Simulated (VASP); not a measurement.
# NaI in VASP: further runs

The runs below take NaI through single point, with PBEsol+D3(BJ), PBEsol.

Everything below comes from runs of VASP 6.6.1. Logs are shortened: lines on timing, memory, paths and dates and some standing lists are left out, and cuts for length are marked.

## Step 1: The cell of the first run

Symmetry: Fm-3m, No. 225, cubic system. Conventional cell: a = 6.473 Å, b = 6.473 Å, c = 6.473 Å, α = 90.00°, β = 90.00°, γ = 90.00°. I (site symmetry m-3m) has 6 Na at 3.24 Å within 4.3 Å. Na (site symmetry m-3m) has 6 I at 3.24 Å within 4.3 Å.

## Step 2: Single point, PBEsol+D3(BJ)

The input, INCAR:

```
SYSTEM = NaI
PREC = Accurate
ENCUT = 520
EDIFF = 1E-6
ISMEAR = -1
SIGMA = 0.05
LREAL = .FALSE.
LASPH = .TRUE.
NELM = 100
ALGO = Normal
ISIF = 2
LWAVE = .FALSE.
LCHARG = .TRUE.
GGA = PS
IVDW = 12
LELF = .TRUE.
LVHAR = .TRUE.
NBANDS = 14
```

The input, KPOINTS:

```
Automatic mesh
0
G
  7 7 7
  0 0 0
```

The input, POSCAR:

```
NaI
1.0
    0.0000000000      3.2364000000      3.2364000000
    3.2364000000      0.0000000000      3.2364000000
    3.2364000000      3.2364000000      0.0000000000
I Na
1 1
Direct
    0.5000000000      0.5000000000      0.5000000000
    0.0000000000      0.0000000000      0.0000000000
```

Potentials or basis: VASP PAW PBE potentials, release 64 (I, Na_pv).

On the command line:

```
cat potpaw_PBE.64/I/POTCAR potpaw_PBE.64/Na_pv/POTCAR > POTCAR
mpirun -np 1 vasp_std > vasp.out
```

OUTCAR:

```text
SYSTEM = NaI
   PREC = Accurate
   ENCUT = 520
   EDIFF = 1E-6
   ISMEAR = -1
   LREAL = .FALSE.
   LASPH = .TRUE.
   NELM = 100
   ISIF = 2
   GGA = PS
   IVDW = 12
 IVDW          = 12

 ion  position               nearest neighbor table
   1  0.500  0.500  0.500-
   2  0.000  0.000  0.000-

  LATTYP: Found a face centered cubic cell.
 ALAT       =     6.4728000000

  Lattice vectors:

 A1 = (   0.0000000000,   3.2364000000,   3.2364000000)
 A2 = (   3.2364000000,   0.0000000000,   3.2364000000)
 A3 = (   3.2364000000,   3.2364000000,   0.0000000000)

Analysis of symmetry for initial positions (statically):
=====================================================================
 Subroutine PRICEL returns:
 Original cell was already a primitive cell.

 Routine SETGRP: Setting up the symmetry group for a
 face centered cubic supercell.

 Subroutine GETGRP returns: Found 48 space group operations
 (whereof 48 operations were pure point group operations)
 out of a pool of 48 trial point group operations.

The static configuration has the point symmetry O_h .

Analysis of symmetry for dynamics (positions and initial velocities):
=====================================================================
 Subroutine PRICEL returns:
 Original cell was already a primitive cell.

 Routine SETGRP: Setting up the symmetry group for a
 face centered cubic supercell.

 Subroutine GETGRP returns: Found 48 space group operations
 (whereof 48 operations were pure point group operations)
 out of a pool of 48 trial point group operations.

The dynamic configuration has the point symmetry O_h .

 Subroutine INISYM returns: Found 48 space group operations
 (whereof 48 operations are pure point group operations),
 and found     1 'primitive' translations

----------------------------------------------------------------------------------------

                                     Primitive cell

  volume of cell :      67.7980

  direct lattice vectors                    reciprocal lattice vectors
     0.000000000  3.236400000  3.236400000    -0.154492646  0.154492646  0.154492646
     3.236400000  0.000000000  3.236400000     0.154492646 -0.154492646  0.154492646
     3.236400000  3.236400000  0.000000000     0.154492646  0.154492646 -0.154492646

  length of vectors
     4.576960773  4.576960773  4.576960773     0.267589113  0.267589113  0.267589113

  position of ions in fractional coordinates (direct lattice)
     0.500000000  0.500000000  0.500000000
     0.000000000  0.000000000  0.000000000

  ion indices of the primitive-cell ions
   primitive index   ion index
                 1           1
                 2           2

----------------------------------------------------------------------------------------

 KPOINTS: Automatic mesh

Automatic generation of k-mesh.
 Grid dimensions read from file:
 generate k-points for:    7    7    7

 Generating k-lattice:

  Cartesian coordinates                     Fractional coordinates (reciprocal lattice)
    -0.022070378  0.022070378  0.022070378     0.142857143  0.000000000  0.000000000
     0.022070378 -0.022070378  0.022070378     0.000000000  0.142857143  0.000000000
     0.022070378  0.022070378 -0.022070378     0.000000000  0.000000000  0.142857143

  Length of vectors
     0.038227016  0.038227016  0.038227016

  Shift w.r.t. Gamma in fractional coordinates (k-lattice)
     0.000000000  0.000000000  0.000000000

 Subroutine IBZKPT returns following result:
 ===========================================

 Found     20 irreducible k-points:

 Following reciprocal coordinates:
            Coordinates               Weight
  0.000000  0.000000  0.000000      1.000000
  0.142857  0.000000  0.000000      8.000000
  0.285714  0.000000  0.000000      8.000000
  0.428571  0.000000  0.000000      8.000000
  0.142857  0.142857  0.000000      6.000000
  0.285714  0.142857  0.000000     24.000000
[... 12 lines left out ...]
 -0.428571  0.428571  0.142857     24.000000
 -0.285714  0.428571  0.142857     24.000000
   k-points           NKPTS =     20   k-points in BZ     NKDIM =     20   number of bands    NBANDS=     14
   number of dos      NEDOS =    301   number of ions     NIONS =      2
   total plane-waves  NPLWV =  46656
   dimension x,y,z NGX =    36 NGY =   36 NGZ =   36
   dimension x,y,z NGXF=    72 NGYF=   72 NGZF=   72
   ions per type =               1   1
   NGX,Y,Z   is equivalent  to a cutoff of  13.08, 13.08, 13.08 a.u.
   NGXF,Y,Z  is equivalent  to a cutoff of  26.15, 26.15, 26.15 a.u.
 SYSTEM =  NaI
   PREC   = accura    normal or accurate (medium, high low for compatibility)
   ISTART =      0    job   : 0-new  1-cont  2-samecut
   ICHARG =      2    charge: 1-file 2-atom 10-const
   ISPIN  =      1    spin polarized calculation?
   LNONCOLLINEAR =      F non collinear calculations
   LSORBIT =      F    spin-orbit coupling
   LASPH  =      T    aspherical Exc in radial PAW
   ENCUT  =  520.0 eV  38.22 Ry    6.18 a.u.   8.51  8.51  8.51*2*pi/ulx,y,z
   NELM   =    100;   NELMIN=  2; NELMDL= -5     # of ELM steps
   EDIFF  = 0.1E-05   stopping-criterion for ELM
   LREAL  =      F    real-space projection
   EDIFFG = 0.1E-04   stopping-criterion for IOM
   NSW    =      0    number of steps for IOM
   IBRION =     -1    ionic relax: 0-MD 1-quasi-New 2-CG
   NFREE  =      0    steps in history (QN), initial steepest desc. (CG)
   ISIF   =      2    stress and relaxation
   ISYM   =      2    0-nonsym 1-usesym 2-fastsym
   POTIM  = 0.5000    time-step for ionic-motion
   TEBEG  =    0.0;   TEEND  =   0.0 temperature during run
   PSTRESS=    0.0 pullay stress
   NELECT =      14.0000    total number of electrons
   NUPDOWN=      -1.0000    fix difference up-down
   EMIN   =  10.00;   EMAX   =-10.00  energy-range for DOS
   EFERMI =   0.00;   METHOD = LEGACY
   ISMEAR =    -1;   SIGMA  =   0.05  broadening in eV -4-tet -1-fermi 0-gaus
   EFERMI_NEDOS =   21; number of points for ismear=-14 and -15
   IALGO  =     38    algorithm
   IMIX   =      4    mixing-type and parameters
     AMIX     =   0.40;   BMIX     =  1.00
     AMIX_MAG =   1.60;   BMIX_MAG =  1.00
  volume/ion in A,a.u.               =      33.90       228.76
  Fermi-wavevector in a.u.,A,eV,Ry     =   0.967636  1.828567 12.739397  0.936319
  Thomas-Fermi vector in A             =   2.097538
   LORBIT       =      0    0 simple, 1 ext, 2 COOP (PROOUT), +10 PAW based schemes
   GGA     = PS    functional components
   LHFCALC =     F    Hartree Fock is set to
   AEXX    =    0.0000 exact exchange contribution
   IVDW    =    12    specifies the selected vdW correction
   LEPSILON=     F    determine dielectric tensor
   LRPA    =     F    only Hartree local field effects (RPA)
 non-spin polarized calculation
  energy-cutoff  :      520.00
  volume of cell :       67.80
 maximum number of plane-waves:      1841
 NGX is ok and might be reduce to    36
   NGX = 17   NGY = 17   NGZ = 17

 number of electron      13.9999993 magnetization

 Free energy of the ion-electron system (eV)
  ---------------------------------------------------
  ext. energy  EPLUGINS =         0.00000000
  ---------------------------------------------------
  free energy    TOTEN  =        -5.66683353 eV

  energy without entropy =       -5.66683353  energy(sigma->0) =       -5.66683353

 E-fermi :   1.8148     XC(G=0):  -7.8449

 val. band max:        0.7172224194   @ k =   0.0000   0.0000   0.0000
 cond. band min:       4.2234427393   @ k =   0.0000   0.0000   0.0000
 fundamental gap:      3.5062203199
 Fermi energy:         1.8147793791

 k-point     1 :       0.0000    0.0000    0.0000
  band No.  band energies     occupation
      1     -21.5275      2.00000
      2     -21.5275      2.00000
      3     -21.5275      2.00000
      4     -10.3397      2.00000
      5       0.7172      2.00000
      6       0.7172      2.00000
      7       0.7172      2.00000
      8       4.2234      0.00000
      9       8.5631      0.00000
     10       8.5631      0.00000
     11       8.5631      0.00000
     12      10.4341      0.00000
     13      10.4341      0.00000
     14      10.9538      0.00000

 k-point     2 :       0.1429    0.0000    0.0000
  band No.  band energies     occupation
      1     -21.5285      2.00000
      2     -21.5275      2.00000
      3     -21.5275      2.00000
      4     -10.2839      2.00000
      5       0.1268      2.00000
      6       0.6593      2.00000
      7       0.6593      2.00000
      8       4.8782      0.00000
      9       8.1176      0.00000
     10       8.7404      0.00000
     11       8.7404      0.00000
     12       9.9396      0.00000
     13       9.9396      0.00000
     14      11.5083      0.00000

 k-point     3 :       0.2857    0.0000    0.0000
  band No.  band energies     occupation
      1     -21.5309      2.00000
      2     -21.5277      2.00000
      3     -21.5277      2.00000
      4     -10.1524      2.00000
      5      -0.8212      2.00000
      6       0.5365      2.00000
      7       0.5365      2.00000
      8       5.6212      0.00000
      9       8.2927      0.00000
     10       8.4954      0.00000
     11       8.4954      0.00000
     12      10.4733      0.00000
     13      10.4733      0.00000
     14      10.9003      0.00000
[... 256 lines left out ...]
 k-point    19 :      -0.4286    0.4286    0.1429
  band No.  band energies     occupation
      1     -21.5312      2.00000
      2     -21.5296      2.00000
      3     -21.5291      2.00000
      4      -9.9562      2.00000
      5      -1.0460      2.00000
      6      -0.2885      2.00000
      7      -0.0813      2.00000
      8       5.9422      0.00000
      9       6.9098      0.00000
     10       8.7754      0.00000
     11      10.0703      0.00000
     12      11.7287      0.00000
     13      12.7262      0.00000
     14      13.7705      0.00000

 k-point    20 :      -0.2857    0.4286    0.1429
  band No.  band energies     occupation
      1     -21.5306      2.00000
      2     -21.5306      2.00000
      3     -21.5289      2.00000
      4      -9.9442      2.00000
      5      -0.7990      2.00000
      6      -0.7353      2.00000
      7      -0.0509      2.00000
      8       6.3847      0.00000
      9       7.6273      0.00000
     10       8.5324      0.00000
     11       8.9309      0.00000
     12      11.5809      0.00000
     13      12.2155      0.00000
     14      14.2664      0.00000

------------------------ aborting loop because EDIFF is reached ----------------------------------------

 Edisp (eV)   -0.49012

 E8    (eV) :    -0.3357

  FORCE on cell =-STRESS in cart. coord.  units (eV):
  Direction    XX          YY          ZZ          XY          YZ          ZX
  --------------------------------------------------------------------------------------
  -------------------------------------------------------------------------------------
  Total      -0.69062    -0.69062    -0.69062     0.00000     0.00000     0.00000
  in kB     -16.32045   -16.32045   -16.32045     0.00000     0.00000     0.00000
  external pressure =      -16.32 kB  Pullay stress =        0.00 kB

 VOLUME and BASIS-vectors are now :
 -----------------------------------------------------------------------------
  energy-cutoff  :      520.00
  volume of cell :       67.80
      direct lattice vectors                 reciprocal lattice vectors
     0.000000000  3.236400000  3.236400000    -0.154492646  0.154492646  0.154492646
     3.236400000  0.000000000  3.236400000     0.154492646 -0.154492646  0.154492646
     3.236400000  3.236400000  0.000000000     0.154492646  0.154492646 -0.154492646

 POSITION                                       TOTAL-FORCE (eV/Angst)
 -----------------------------------------------------------------------------------
      3.23640      3.23640      3.23640         0.000000      0.000000      0.000000
      0.00000      0.00000      0.00000         0.000000     -0.000000     -0.000000
 -----------------------------------------------------------------------------------
    total drift:                                0.000000      0.000000      0.000000

  FREE ENERGIE OF THE ION-ELECTRON SYSTEM (eV)
  ---------------------------------------------------
  free  energy   TOTEN  =        -6.1569513082 eV

  energy  without entropy=       -6.1569513082  energy(sigma->0) =       -6.15695131
```

Run time: 32 s. Hardware: 1 thread of Intel Xeon 8259CL, shared host; peak memory 0.21 GiB.

What came out:

```yaml
Free_energy: -6.1570 eV
Pressure: -1.6 GPa
Band_gap_on_the_k_mesh: 3.51 eV
Dispersion_energy_per_atom: -0.245 eV
```

Caveat: three body term missing; the PAW data sets were made with another functional, which shifts forces and pressure a little; spin-orbit coupling is left out, which moves the levels of the heavy elements. PBEsol gaps usually lie below the measured ones, often by a third to a half.

## Step 3: Single point, PBEsol

This run uses another cell than the first one, of 33.56 Å³/atom.

The input, INCAR:

```
ALGO     = Normal         # electronic algorithm
EDIFF    = 1E-6           # SCF threshold, eV
ENCUT    = 520            # plane-wave cutoff, eV
GGA      = PS             # functional
ISIF     = 2              # what is computed and relaxed
ISMEAR   = -1             # smearing method
LASPH    = True           # aspherical terms in the spheres
LCHARG   = False          # write CHGCAR
LREAL    = False          # projectors in reciprocal space
LWAVE    = False          # write WAVECAR
NBANDS   = 14             # bands
NELM     = 80             # most SCF steps
PREC     = Accurate       # precision mode
SIGMA    = 0.05           # smearing width, eV
```

The input, KPOINTS:

```
k-points
0
Gamma
  6 6 6
```

The input, POSCAR:

```
NaI
1.0
    0.0000000000      3.2364000000      3.2040360000
    3.2364000000      0.0000000000      3.2040360000
    3.2364000000      3.2364000000      0.0000000000
I Na
1 1
Direct
    0.5000000000      0.5000000000      0.5000000000
    0.0000000000      0.0000000000      0.0000000000
```

Potentials or basis: VASP PAW PBE potentials, release 64 (I, Na_pv).

On the command line:

```
cat potpaw_PBE.64/I/POTCAR potpaw_PBE.64/Na_pv/POTCAR > POTCAR
mpirun -np 1 vasp_std > vasp.out
```

It took 34 s on 1 thread of Intel Xeon 8259CL, shared host; peak memory 0.21 GiB.

It converged, with:

```
Free energy            : -5.6680 eV
Pressure               : -0.3 GPa
Band gap on the k mesh : 3.53 eV
```

Stress tensor (GPa, compression positive):
```
-0.41  0.00  0.00
 0.00 -0.41  0.00
 0.00  0.00 -0.15
```

Levels at points of the mesh, in eV from the valence-band top:
```tsv
k point	band 4	band 5	band 6	band 7	band 8	band 9	band 10	band 11
(0.00, 0.00, 0.00)	-11.09	-0.01	0.00	0.00	3.53	7.82	7.82	7.89
(0.50, 0.00, 0.00)	-10.76	-2.26	-0.30	-0.29	4.94	7.34	7.42	8.77
(0.50, 0.50, 0.00)	-10.67	-1.97	-0.79	-0.79	4.43	5.38	9.82	11.22
(0.50, 0.00, 0.50)	-10.68	-1.98	-0.79	-0.75	4.45	5.41	9.75	11.18
```

Caveat: the PAW data sets were made with another functional, which shifts forces and pressure a little; spin-orbit coupling is left out, which moves the levels of the heavy elements.

## Step 4: Single point, PBEsol

This run uses another cell than the first one, of 34.24 Å³/atom.

The input, INCAR:

```
PREC     = Accurate       # precision mode
ENCUT    = 520            # plane-wave cutoff, eV
EDIFF    = 1E-6           # SCF threshold, eV
ISMEAR   = -1             # smearing method
SIGMA    = 0.05           # smearing width, eV
LREAL    = F              # projectors in reciprocal space
LASPH    = T              # aspherical terms in the spheres
NELM     = 100            # most SCF steps
ALGO     = Normal         # electronic algorithm
ISIF     = 2              # what is computed and relaxed
LWAVE    = F              # write WAVECAR
LCHARG   = F              # write CHGCAR
GGA      = PS             # functional
NBANDS   = 14             # bands
```

The input, KPOINTS:

```
Automatic mesh
0
Gamma
  6 6 6
```

The input, POSCAR:

```
NaI
1.0
    0.0000000000      3.2364000000      3.2687640000
    3.2364000000      0.0000000000      3.2687640000
    3.2364000000      3.2364000000      0.0000000000
I Na
1 1
Direct
    0.5000000000      0.5000000000      0.5000000000
    0.0000000000      0.0000000000      0.0000000000
```

On the command line:

```
cat potpaw_PBE.64/I/POTCAR potpaw_PBE.64/Na_pv/POTCAR > POTCAR
mpirun -np 1 vasp_std > vasp.out
```

It took 34 s on 1 thread of Intel Xeon 8259CL, shared host; peak memory 0.21 GiB.

It converged, with:

| Property | Result |
| --- | --- |
| Free energy | -5.6641 eV |
| Pressure | -0.6 GPa |
| Band gap on the k mesh | 3.47 eV |

Stress tensor (GPa, compression positive):
```
-0.54  0.00  0.00
 0.00 -0.54  0.00
 0.00  0.00 -0.76
```

Levels at points of the mesh, in eV from the valence-band top:
| k point | band 4 | band 5 | band 6 | band 7 | band 8 | band 9 | band 10 | band 11 |
| --- | --- | --- | --- | --- | --- | --- | --- | --- |
| (0.00, 0.00, 0.00) | -11.04 | -0.01 | -0.01 | 0.00 | 3.47 | 7.79 | 7.86 | 7.86 |
| (0.50, 0.00, 0.00) | -10.73 | -2.19 | -0.30 | -0.28 | 4.94 | 7.32 | 7.40 | 8.62 |
| (0.50, 0.50, 0.00) | -10.66 | -1.92 | -0.74 | -0.74 | 4.43 | 5.45 | 9.60 | 11.16 |
| (0.50, 0.00, 0.50) | -10.65 | -1.91 | -0.78 | -0.74 | 4.42 | 5.42 | 9.67 | 11.04 |

Caveat: the PAW data sets were made with another functional, which shifts forces and pressure a little; spin-orbit coupling is left out, which moves the levels of the heavy elements. PBEsol gaps usually lie below the measured ones, often by a third to a half.

## Step 5: Single point, PBEsol

This run uses another cell than the first one, of 34.58 Å³/atom.

The input, INCAR:

```
SYSTEM = NaI
PREC = Accurate ; ENCUT = 520
EDIFF = 1E-6 ; ISMEAR = -1
SIGMA = 0.05 ; LREAL = .False.
LASPH = .True. ; NELM = 80
ALGO = Normal ; ISIF = 2
LWAVE = .False. ; LCHARG = .False.
GGA = PS ; NBANDS = 14
```

The input, KPOINTS:

```
Automatic mesh
0
Gamma
  6 6 6
  0 0 0
```

The input, POSCAR:

```
NaI
1.0
    0.0000000000      3.2364000000      3.3011280000
    3.2364000000      0.0000000000      3.3011280000
    3.2364000000      3.2364000000      0.0000000000
I Na
1 1
Direct
    0.5000000000      0.5000000000      0.5000000000
    0.0000000000      0.0000000000      0.0000000000
```

On the command line:

```
cat potpaw_PBE.64/I/POTCAR potpaw_PBE.64/Na_pv/POTCAR > POTCAR
mpirun -np 1 vasp_std > vasp.out
```

Wall time 38 s (1 thread of Intel Xeon 8259CL, shared host); peak memory 0.21 GiB.

The run converged. Its results:

```yaml
Free_energy: -5.6603 eV
Pressure: -0.7 GPa
Band_gap_on_the_k_mesh: 3.44 eV
```

Stress tensor (GPa, compression positive):
```
-0.60  0.00  0.00
 0.00 -0.60  0.00
 0.00  0.00 -1.00
```

Levels at points of the mesh, in eV from the valence-band top:
```tsv
k point	band 5	band 6	band 7	band 8	band 9	band 10
(0.00, 0.00, 0.00)	-0.02	-0.02	0.00	3.44	7.75	7.87
(0.50, 0.00, 0.00)	-2.16	-0.31	-0.27	4.93	7.27	7.42
(0.50, 0.50, 0.00)	-1.89	-0.71	-0.71	4.43	5.48	9.48
(0.50, 0.00, 0.50)	-1.89	-0.80	-0.72	4.41	5.43	9.62
```

Caveat: the PAW data sets were made with another functional, which shifts forces and pressure a little; spin-orbit coupling is left out, which moves the levels of the heavy elements. PBEsol gaps usually lie below the measured ones, often by a third to a half.

## Step 6: Overview

```tsv
level	cell	k mesh	gap on the mesh (eV)	pressure (GPa)
PBEsol+D3(BJ)	a = 4.577 Å, angles 60.0°, 2 atoms	7 × 7 × 7	3.51	-1.6
PBEsol	a = 4.554, b = 4.554, c = 4.577 Å, angles 59.8, 59.8, 60.3°, 2 atoms	6 × 6 × 6	3.53	-0.3
PBEsol	a = 4.600, b = 4.600, c = 4.577 Å, angles 60.2, 60.2, 59.7°, 2 atoms	6 × 6 × 6	3.47	-0.6
PBEsol	a = 4.623, b = 4.623, c = 4.577 Å, angles 60.3, 60.3, 59.3°, 2 atoms	6 × 6 × 6	3.44	-0.7
```

Alike in all rows: task single point; potentials or basis VASP PAW PBE potentials, release 64 (I, Na_pv); no spin polarisation; cutoff (eV) 520; smearing fermi-dirac 0.05 eV.

Caveats: the PAW data sets were made with another functional, which shifts forces and pressure a little; spin-orbit coupling is left out, which moves the levels of the heavy elements; three body term missing (at least some runs).

Total energies depend on the potentials used, so only differences within one code and one set of settings carry meaning.
